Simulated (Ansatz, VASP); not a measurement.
Two plane-wave programs on GaN

INCAR

```
  PREC = Accurate
  ENCUT = 910
  EDIFF = 1E-6
  ISMEAR = 0
  SIGMA = 0.01
  LREAL = False
  LASPH = True
  NELM = 120
  ALGO = Normal
  ISIF = 2
  LWAVE = False
  LCHARG = False
  GGA = CA
  NBANDS = 16
  GGA_COMPAT = False
```

File KPOINTS:

```
Automatic mesh
0
Gamma
  10 10 10
```

The input POSCAR:

```
GaN
1.0
    0.0000000000      2.2489526313      2.2489526313
    2.2489526313      0.0000000000      2.2489526313
    2.2489526313      2.2489526313      0.0000000000
Ga N
1 1
Direct
    0.0000000000      0.0000000000      0.0000000000
    0.7500000000      0.7500000000      0.7500000000
```

Input for Ansatz:

```yaml
crystal:
  lattice:
    - [0.0, 2.2489526313, 2.2489526313]
    - [2.2489526313, 0.0, 2.2489526313]
    - [2.2489526313, 2.2489526313, 0.0]
  atoms:
    - { symbol: Ga, position: [0.0, 0.0, 0.0] }
    - { symbol: "N", position: [0.75, 0.75, 0.75] }
kpoints:
  mp_grid: { grid: [10, 10, 10] }
  band_path:
    path:
      - [0.0, 0.0, 0.0]
      - [-0.5, -0.5, 0.0]
      - [-0.375, -0.375, 0.25]
      - [-0.375, 0.0, 0.375]
      - [0.0, 0.0, 0.5]
      - [-0.5, -0.25, 0.25]
    npoints: 1
hamiltonian:
  xc: lda
scf:
  occupations: { method: fixed }
  n_extra_bands: 4
output:
  forces: true
  stress: true
  eigenvalues: true
```

Alike in both runs: task single point; functional LDA; k mesh 10 × 10 × 10; no spin polarisation.

|  | VASP | Ansatz |
| --- | --- | --- |
| version | VASP 6.6.1 | Ansatz 0.2.0 |
| potentials or method | VASP PAW LDA potentials, release 64 (Ga_d, N_h) | plane waves, PAW |
| plane-wave cutoff (eV) | 910 | 420 |
| occupations | gaussian, width 0.01 eV | fixed |
| valence electrons in the cell | 18 | 18 |

|  | VASP | Ansatz | Ansatz less VASP |
| --- | --- | --- | --- |
| gap on the k mesh at the Fermi level (eV) | 1.79 | 1.77 | -0.017 |

LDA's correlation is that of Perdew and Zunger in VASP and of Perdew and Wang (1992) in Ansatz.

Noted on VASP's run: the cutoff is short for stress, so the pressure is rough.
